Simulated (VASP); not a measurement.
Runs of VASP 6.6.1 on RbBr. The structure is that of space group Pm-3m (No. 221), or close to it. The cells are those of the table. 

```csv
task,cell,k mesh,cutoff (eV),gap on the mesh (eV),pressure (GPa)
single point,"a = 3.489 Å, 2 atoms",6 × 6 × 6,520,4.28,(c)
relaxation of cell and atoms,"relaxed to 3 GPa from a = 4.154 Å, 2 atoms",6 × 6 × 6,600,(b),3.0
single point,"a = 3.993 Å, 2 atoms",6 × 6 × 6,520,4.45,3.1
single point,"a = 3.672 Å, 2 atoms",6 × 6 × 6,520,4.86,15.2
single point,"a = 3.293 Å, 2 atoms",8 × 8 × 8,520,3.19,(a)
```

Alike in all rows: level PBE; potentials or basis VASP PAW PBE potentials, release 64 (Rb_sv, Br); no spin polarisation.

Task: Estimate the missing entries.

Result: (a) 60.9; (b) 4.44; (c) 30.5.

Caveats: the cell stands under pressure (at least some runs); the cell is relaxed towards a set pressure, so the run minimises the enthalpy, not the energy (at least some runs).

A k mesh can miss the band edges, and the runs leave out spin-orbit coupling on Br, Rb.
